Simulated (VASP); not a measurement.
**TaRu4: single point with PBE**

TaRu4:

```
Ta Ru
1.0
     2.71366    0.00000    0.00000
    -1.35683    2.35010    0.00000
     0.00000    0.00000   22.02817
Ta Ru
2 8
Direct
  0.33333 0.66667 0.25000
  0.66667 0.33333 0.75000
  0.33333 0.66667 0.85000
  0.33333 0.66667 0.05000
  0.33333 0.66667 0.45000
  0.33333 0.66667 0.65000
  0.66667 0.33333 0.95000
  0.66667 0.33333 0.15000
  0.66667 0.33333 0.35000
  0.66667 0.33333 0.55000
```

```yaml
Program: VASP 6.6.1
Task: single point
Functional: PBE
Potentials_or_basis: VASP PAW PBE potentials, release 64 (Ta_pv, Ru_pv)
Cutoff: 520 eV
k_mesh: 6 × 6 × 1
Occupations: gaussian, width 0.1 eV
Spin: no spin polarisation
Dipole_correction: no
Further_INCAR_settings: ALGO = Normal; EDIFF = 1e-06; NBANDS = 78
```

* Pressure: 13.8 GPa
* Largest force: 1.764 eV/Å
* Band gap on the k mesh: zero (bands 67 and 68 overlap by 2.44 eV)

Forces on the atoms (eV/Å):
```
Ta   0.000  0.000  0.000
Ta   0.000  0.000  0.000
Ru   0.000  0.000  1.764
Ru   0.000  0.000 -0.463
Ru   0.000  0.000  0.463
Ru   0.000  0.000 -1.764
Ru   0.000  0.000  0.463
Ru   0.000  0.000 -1.764
Ru   0.000  0.000  1.764
Ru   0.000  0.000 -0.463
```

Stress tensor (GPa, compression positive):
```
16.00  0.00  0.00
 0.00 16.00  0.00
 0.00  0.00  9.44
```

Levels at points of the mesh, in eV from the Fermi level:
```tsv
k point	band 64	band 65	band 66	band 67	band 68	band 69
(0.00, 0.00, 0.00)	-0.88	-0.87	-0.87	-0.82	-0.47	-0.47
(0.50, 0.00, 0.00)	0.84	0.92	1.07	1.49	1.50	1.67
```

Wall time 4.1 min on 1 thread of Intel Xeon 8259CL, with other jobs on the host, peak memory 0.27 GiB.

Caveat: the k points lie up to 0.45 Å⁻¹ apart, too coarse for converged energies and pressures of a metal; spin-orbit coupling is left out, which moves the levels of the heavy elements; forces of over 1 eV/Å act on the atoms, so gaps and moduli don't describe the material at rest.
